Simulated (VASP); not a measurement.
Here is a VASP 6.6.1 calculation.

Contents of INCAR:

```
SYSTEM = CuI
ALGO = Normal ; EDIFF = 1E-7
ENCUT = 520 ; GGA = PE
ISIF = 2 ; ISMEAR = 0
LASPH = .True. ; LCHARG = .False.
LREAL = .False. ; LWAVE = .False.
NBANDS = 16 ; NELM = 80
PREC = Accurate ; SIGMA = 0.01
```

File KPOINTS:

```
k-points
0
Gamma
  8 8 8
  0 0 0
```

File POSCAR:

```
CuI
1.0
    0.0000000000      3.0120428512      3.0120428512
    3.0120428512      0.0000000000      3.0120428512
    3.0120428512      3.0120428512      0.0000000000
Cu I
1 1
Direct
    0.2500000000      0.2500000000      0.2500000000
    0.0000000000      0.0000000000      0.0000000000
```

Potentials or basis: VASP PAW PBE potentials, release 64 (Cu, I).

Command:

```bash
$ cat potpaw_PBE.64/Cu/POTCAR potpaw_PBE.64/I/POTCAR > POTCAR
$ mpirun -np 1 vasp_std > vasp.out
```

Q: Predict the pressure.

A: 1.2 GPa.

Q: Predict the band gap on the k mesh.

A: 1.20 eV, direct.

Caveat: spin-orbit coupling is left out, which moves the levels of the heavy elements.
